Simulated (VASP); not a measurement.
# Mo (P6/mmm) in VASP: notebook

Mo is run at these levels: PBE; tasks: single point.

Everything below comes from runs of VASP 6.6.1. Logs are shortened: lines on timing, memory, paths and dates and some standing lists are left out, and cuts for length are marked.

## (1) The cell of the first run

The structure is hexagonal, space group P6/mmm (No. 191). Conventional cell: a = 2.777 Å, b = 2.777 Å, c = 2.555 Å, α = 90.00°, β = 90.00°, γ = 120.00°. Within 3.4 Å of Mo (site symmetry 6/mmm) lie 8 Mo at 2.56 to 2.78 Å.

## (2) Single point, PBE (strain +0.015 along x and y, +0.000 along z)

Input file INCAR:

```
  PREC = Accurate
  ENCUT = 520
  EDIFF = 1E-6
  ISMEAR = 0
  SIGMA = 0.15
  LREAL = False
  LASPH = True
  NELM = 80
  ALGO = Normal
  ISIF = 2
  LWAVE = False
  LCHARG = False
  GGA = PE
  NBANDS = 13
```

Input file KPOINTS:

```
regular mesh
0
Gamma
  21 21 18
```

Input file POSCAR:

```
Mo
1.0
    2.7765430532      0.0000000000      0.0000000000
   -1.3882715266      2.4045568187      0.0000000000
    0.0000000000      0.0000000000      2.5551807000
Mo
1
Direct
    0.0000000000      0.0000000000      0.5000000000
```

Potentials or basis: VASP PAW PBE potentials, release 64 (Mo_sv).

Run with:

```sh
> cat potpaw_PBE.64/Mo_sv/POTCAR > POTCAR
> mpirun -np 1 vasp_std > vasp.out
```

OUTCAR:

```text
PREC = Accurate
   ENCUT = 520
   EDIFF = 1E-6
   ISMEAR = 0
   LREAL = False
   LASPH = True
   NELM = 80
   ISIF = 2
   GGA = PE

 ion  position               nearest neighbor table
   1  0.000  0.000  0.500-

  LATTYP: Found a hexagonal cell.
 ALAT       =     2.7765430532
 C/A-ratio  =     0.9202741146

  Lattice vectors:

 A1 = (   2.7765430532,   0.0000000000,   0.0000000000)
 A2 = (  -1.3882715266,   2.4045568187,   0.0000000000)
 A3 = (   0.0000000000,   0.0000000000,   2.5551807000)

Analysis of symmetry for initial positions (statically):
=====================================================================
 Subroutine PRICEL returns:
 Original cell was already a primitive cell.

 Routine SETGRP: Setting up the symmetry group for a
 hexagonal supercell.

 Subroutine GETGRP returns: Found 24 space group operations
 (whereof 24 operations were pure point group operations)
 out of a pool of 24 trial point group operations.

The static configuration has the point symmetry D_6h.

Analysis of symmetry for dynamics (positions and initial velocities):
=====================================================================
 Subroutine PRICEL returns:
 Original cell was already a primitive cell.

 Routine SETGRP: Setting up the symmetry group for a
 hexagonal supercell.

 Subroutine GETGRP returns: Found 24 space group operations
 (whereof 24 operations were pure point group operations)
 out of a pool of 24 trial point group operations.

The dynamic configuration has the point symmetry D_6h.

 Subroutine INISYM returns: Found 24 space group operations
 (whereof 24 operations are pure point group operations),
 and found     1 'primitive' translations

----------------------------------------------------------------------------------------

                                     Primitive cell

  volume of cell :      17.0593

  direct lattice vectors                    reciprocal lattice vectors
     2.776543053  0.000000000  0.000000000     0.360160091  0.207938526  0.000000000
    -1.388271527  2.404556819  0.000000000     0.000000000  0.415877052  0.000000000
     0.000000000  0.000000000  2.555180700     0.000000000  0.000000000  0.391361754

  length of vectors
     2.776543053  2.776543053  2.555180700     0.415877052  0.415877052  0.391361754

  position of ions in fractional coordinates (direct lattice)
     0.000000000  0.000000000  0.500000000

  ion indices of the primitive-cell ions
   primitive index   ion index
                 1           1

----------------------------------------------------------------------------------------

 KPOINTS: regular mesh

Automatic generation of k-mesh.
 Grid dimensions read from file:
 generate k-points for:   21   21   18

 Generating k-lattice:

  Cartesian coordinates                     Fractional coordinates (reciprocal lattice)
     0.017150481  0.009901835  0.000000000     0.047619048  0.000000000  0.000000000
     0.000000000  0.019803669  0.000000000     0.000000000  0.047619048  0.000000000
     0.000000000  0.000000000  0.021742320     0.000000000  0.000000000  0.055555556

  Length of vectors
     0.019803669  0.019803669  0.021742320

  Shift w.r.t. Gamma in fractional coordinates (k-lattice)
     0.000000000  0.000000000  0.000000000

 Subroutine IBZKPT returns following result:
 ===========================================

 Found    480 irreducible k-points:

 Following reciprocal coordinates:
            Coordinates               Weight
  0.000000  0.000000  0.000000      1.000000
  0.047619 -0.000000  0.000000      6.000000
  0.095238 -0.000000  0.000000      6.000000
  0.142857 -0.000000  0.000000      6.000000
  0.190476 -0.000000  0.000000      6.000000
  0.238095  0.000000  0.000000      6.000000
[... 16 lines left out ...]
  0.142857  0.095238  0.000000     12.000000
  0.190476  0.095238  0.000000     12.000000
 [... further k-points ...]
   k-points           NKPTS =    480   k-points in BZ     NKDIM =    480   number of bands    NBANDS=     13
   number of dos      NEDOS =    301   number of ions     NIONS =      1
   total plane-waves  NPLWV =  11520
   dimension x,y,z NGX =    24 NGY =   24 NGZ =   20
   dimension x,y,z NGXF=    48 NGYF=   48 NGZF=   40
   ions per type =               1
   NGX,Y,Z   is equivalent  to a cutoff of  14.37, 14.37, 13.01 a.u.
   NGXF,Y,Z  is equivalent  to a cutoff of  28.74, 28.74, 26.02 a.u.
 SYSTEM =  unknown system
   PREC   = accura    normal or accurate (medium, high low for compatibility)
   ISTART =      0    job   : 0-new  1-cont  2-samecut
   ICHARG =      2    charge: 1-file 2-atom 10-const
   ISPIN  =      1    spin polarized calculation?
   LNONCOLLINEAR =      F non collinear calculations
   LSORBIT =      F    spin-orbit coupling
   LASPH  =      T    aspherical Exc in radial PAW
   ENCUT  =  520.0 eV  38.22 Ry    6.18 a.u.   5.16  5.16  4.75*2*pi/ulx,y,z
   NELM   =     80;   NELMIN=  2; NELMDL= -5     # of ELM steps
   EDIFF  = 0.1E-05   stopping-criterion for ELM
   LREAL  =      F    real-space projection
   EDIFFG = 0.1E-04   stopping-criterion for IOM
   NSW    =      0    number of steps for IOM
   IBRION =     -1    ionic relax: 0-MD 1-quasi-New 2-CG
   NFREE  =      0    steps in history (QN), initial steepest desc. (CG)
   ISIF   =      2    stress and relaxation
   ISYM   =      2    0-nonsym 1-usesym 2-fastsym
   POTIM  = 0.5000    time-step for ionic-motion
   TEBEG  =    0.0;   TEEND  =   0.0 temperature during run
   PSTRESS=    0.0 pullay stress
   NELECT =      14.0000    total number of electrons
   NUPDOWN=      -1.0000    fix difference up-down
   EMIN   =  10.00;   EMAX   =-10.00  energy-range for DOS
   EFERMI =   0.00;   METHOD = LEGACY
   ISMEAR =     0;   SIGMA  =   0.15  broadening in eV -4-tet -1-fermi 0-gaus
   EFERMI_NEDOS =   21; number of points for ismear=-14 and -15
   IALGO  =     38    algorithm
   IMIX   =      4    mixing-type and parameters
     AMIX     =   0.40;   BMIX     =  1.00
     AMIX_MAG =   1.60;   BMIX_MAG =  1.00
  volume/ion in A,a.u.               =      17.06       115.12
  Fermi-wavevector in a.u.,A,eV,Ry     =   1.532724  2.896427 31.963369  2.349241
  Thomas-Fermi vector in A             =   2.639890
   LORBIT       =      0    0 simple, 1 ext, 2 COOP (PROOUT), +10 PAW based schemes
   GGA     = PE    functional components
   LHFCALC =     F    Hartree Fock is set to
   AEXX    =    0.0000 exact exchange contribution
   IVDW    =     0    specifies the selected vdW correction
   LEPSILON=     F    determine dielectric tensor
   LRPA    =     F    only Hartree local field effects (RPA)
 non-spin polarized calculation
 Gauss-broadening in eV      SIGMA  =   0.15
  energy-cutoff  :      520.00
  volume of cell :       17.06
 maximum number of plane-waves:       470
 NGX is ok and might be reduce to    24
   NGX = 11   NGY = 11   NGZ =  9

 number of electron      13.9999999 magnetization

 Free energy of the ion-electron system (eV)
  ---------------------------------------------------
  ext. energy  EPLUGINS =         0.00000000
  ---------------------------------------------------
  free energy    TOTEN  =       -10.06368871 eV

  energy without entropy =      -10.05232778  energy(sigma->0) =      -10.05800824

 E-fermi :  11.0966     XC(G=0): -12.8111

 val. band max:       11.0946928408   @ k =   0.4762  -0.0000   0.0556
 cond. band min:      11.1027681526   @ k =   0.1429  -0.0000   0.1667
 fundamental gap:      0.0080753118
 Fermi energy:        11.0966087632

 k-point     1 :       0.0000    0.0000    0.0000
  band No.  band energies     occupation
      1     -49.9154      2.00000
      2     -23.2876      2.00000
      3     -23.2876      2.00000
      4     -23.1406      2.00000
      5       4.4451      2.00000
      6       6.9258      2.00000
      7      10.2407      2.00000
      8      10.2407      2.00000
      9      15.1105      0.00000
     10      15.1105      0.00000
     11      23.9969      0.00000
     12      27.0425      0.00000
     13      31.1805      0.00000

 k-point     2 :       0.0476   -0.0000    0.0000
  band No.  band energies     occupation
      1     -49.9113      2.00000
      2     -23.3160      2.00000
      3     -23.2940      2.00000
      4     -23.1377      2.00000
      5       4.5308      2.00000
      6       6.9607      2.00000
      7      10.1556      2.00000
      8      10.3183      2.00000
      9      15.0233      0.00000
     10      15.0961      0.00000
     11      24.1901      0.00000
     12      27.2114      0.00000
     13      30.6800      0.00000

 k-point     3 :       0.0952   -0.0000    0.0000
  band No.  band energies     occupation
      1     -49.8993      2.00000
      2     -23.3982      2.00000
      3     -23.3125      2.00000
      4     -23.1293      2.00000
      5       4.7789      2.00000
      6       7.0633      2.00000
      7       9.9269      2.00000
      8      10.5484      2.00000
      9      14.7798      0.00000
     10      15.0545      0.00000
     11      24.7277      0.00000
     12      27.6959      0.00000
     13      29.5972      0.00000

 k-point     4 :       0.1429   -0.0000    0.0000
  band No.  band energies     occupation
      1     -49.8803      2.00000
      2     -23.5256      2.00000
      3     -23.3414      2.00000
      4     -23.1160      2.00000
      5       5.1600      2.00000
      6       7.2241      2.00000
      7       9.6277      2.00000
      8      10.9241      1.89621
      9      14.4252      0.00000
     10      14.9900      0.00000
     11      25.4504      0.00000
     12      28.4371      0.00000
     13      28.4410      0.00000

 k-point     5 :       0.1905   -0.0000    0.0000
  band No.  band energies     occupation
      1     -49.8562      2.00000
      2     -23.6853      2.00000
      3     -23.3780      2.00000
      4     -23.0992      2.00000
      5       5.6213      2.00000
      6       7.4105      2.00000
      7       9.3743      2.00000
      8      11.4327      0.00153
      9      14.0123      0.00000
     10      14.9092      0.00000
     11      25.7751      0.00000
     12      27.8392      0.00000
     13      28.9204      0.00000

 k-point     6 :       0.2381    0.0000    0.0000
  band No.  band energies     occupation
      1     -49.8288      2.00000
      2     -23.8621      2.00000
      3     -23.4189      2.00000
      4     -23.0801      2.00000
      5       6.0828      2.00000
      6       7.5407      2.00000
      7       9.3387      2.00000
      8      12.0551      0.00000
      9      13.5883      0.00000
     10      14.8198      0.00000
     11      25.0111      0.00000
     12      28.0286      0.00000
     13      28.3678      0.00000

 k-point     7 :       0.2857   -0.0000    0.0000
  band No.  band energies     occupation
      1     -49.8007      2.00000
      2     -24.0397      2.00000
      3     -23.4604      2.00000
      4     -23.0606      2.00000
      5       6.4409      2.00000
      6       7.5629      2.00000
      7       9.6587      2.00000
      8      12.7623      0.00000
      9      13.1902      0.00000
     10      14.7300      0.00000
     11      23.9170      0.00000
     12      27.1061      0.00000
     13      29.0111      0.00000
[... 193 lines left out ...]
 k-point    20 :       0.4286    0.0476    0.0000
  band No.  band energies     occupation
      1     -49.7296      2.00000
      2     -24.4573      2.00000
      3     -23.5791      2.00000
      4     -23.0114      2.00000
      5       6.5049      2.00000
      6       7.9473      2.00000
      7      11.6786      0.00000
      8      12.3396      0.00000
      9      14.4671      0.00000
     10      15.2153      0.00000
     11      20.8977      0.00000
     12      24.1630      0.00000
     13      28.1403      0.00000

 k-point    21 :       0.4762    0.0476    0.0000
  band No.  band energies     occupation
      1     -49.7253      2.00000
      2     -24.4819      2.00000
      3     -23.5855      2.00000
      4     -23.0084      2.00000
      5       6.4727      2.00000
      6       7.9906      2.00000
      7      11.8771      0.00000
      8      12.2923      0.00000
      9      14.4536      0.00000
     10      15.4023      0.00000
     11      20.6822      0.00000
     12      23.9603      0.00000
     13      27.9865      0.00000

 k-point    22 :       0.0952    0.0952    0.0000
  band No.  band energies     occupation
      1     -49.8696      2.00000
      2     -23.5893      2.00000
      3     -23.3654      2.00000
      4     -23.1086      2.00000
      5       5.3806      2.00000
      6       7.3277      2.00000
      7       9.4181      2.00000
      8      11.1954      0.35163
      9      14.2564      0.00000
     10      14.9316      0.00000
     11      25.7940      0.00000
     12      27.7509      0.00000
     13      28.8611      0.00000

 k-point    23 :       0.1429    0.0952    0.0000
  band No.  band energies     occupation
      1     -49.8465      2.00000
      2     -23.7328      2.00000
      3     -23.4089      2.00000
      4     -23.0924      2.00000
      5       5.8337      2.00000
      6       7.5373      2.00000
      7       9.1177      2.00000
      8      11.7512      0.00000
      9      13.8957      0.00000
     10      14.8303      0.00000
     11      25.9879      0.00000
     12      26.8070      0.00000
     13      29.4727      0.00000

 k-point    24 :       0.1905    0.0952    0.0000
  band No.  band energies     occupation
      1     -49.8203      2.00000
      2     -23.8914      2.00000
      3     -23.4580      2.00000
      4     -23.0742      2.00000
      5       6.3034      2.00000
      6       7.7121      2.00000
      7       8.9828      2.00000
      8      12.4290      0.00000
      9      13.5224      0.00000
     10      14.7170      0.00000
     11      25.0642      0.00000
     12      26.4105      0.00000
     13      29.8357      0.00000

 [... further k-points ...]
[... 5 lines left out ...]
  --------------------------------------------------------------------------------------
  -------------------------------------------------------------------------------------
  Total       -0.1529307     -0.1529307     -0.4921116     -0.0000000      0.0000000      0.0000000
  in kB      -14.3629660    -14.3629660    -46.2182059     -0.0000000      0.0000000      0.0000000
  external PRESSURE =     -24.9813793 kB  Pullay stress =       0.0000000 kB

 VOLUME and BASIS-vectors are now :
 -----------------------------------------------------------------------------
  energy-cutoff  :      520.00
  volume of cell :       17.06
      direct lattice vectors                 reciprocal lattice vectors
     2.776543053  0.000000000  0.000000000     0.360160091  0.207938526  0.000000000
    -1.388271527  2.404556819  0.000000000     0.000000000  0.415877052  0.000000000
     0.000000000  0.000000000  2.555180700     0.000000000  0.000000000  0.391361754

 POSITION                                       TOTAL-FORCE (eV/Angst)
 -----------------------------------------------------------------------------------
      0.00000      0.00000      1.27759         0.000000      0.000000      0.000000
 -----------------------------------------------------------------------------------
    total drift:                                0.000000      0.000000      0.000000

  FREE ENERGIE OF THE ION-ELECTRON SYSTEM (eV)
  ---------------------------------------------------
  free  energy   TOTEN  =       -10.0636887069 eV

  energy  without entropy=      -10.0523277791  energy(sigma->0) =      -10.05800824
```

Wall time 2 min (1 thread of AMD EPYC 7R13 (Zen 3), shared host); peak memory 0.18 GiB.

What came out:

| Property | Result |
| --- | --- |
| Free energy | -10.0637 eV |
| Pressure | -2.5 GPa |
| Band gap on the k mesh | zero (band 7 reaches 11.98 eV, above the bottom of band 8 at 10.24 eV) |

Caveat: the cell differs from its parent crystal (strain +0.015 along x and y, +0.000 along z).

[end of part 1 of 2]
